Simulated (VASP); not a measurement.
C, 2 atoms in the cell. The typed cell holds 2 atoms: a = 2.427 Å, b = 2.427 Å, c = 3.101 Å, α = 113.06°, β = 113.06°, γ = 60.00°. 

| Item | Value |
| --- | --- |
| Program | VASP 6.6.1 |
| Task | single point |
| Functional | PBEsol |
| Potentials or basis | VASP PAW PBE potentials, release 64 (C) |
| Cutoff | 520 eV |
| k mesh | 13 × 13 × 8 |
| Occupations | fermi-dirac, width 0.05 eV |
| Spin | no spin polarisation |
| Dipole correction | no |
| Further INCAR settings | ALGO = Normal; EDIFF = 1e-06; NBANDS = 11 |

Potentials or basis: VASP PAW PBE potentials, release 64 (C).

The run is started by

```bash
$ cat potpaw_PBE.64/C/POTCAR > POTCAR
$ mpirun -np 1 vasp_std > vasp.out
```

Hardware: 1 thread of Intel Xeon 8259CL, with other jobs on the host.

Task: Estimate the wall time of this run.

Result: Wall time 80 s on 1 thread of Intel Xeon 8259CL, with other jobs on the host, peak memory 0.16 GiB. Counts: scf iterations 12, k points 371.
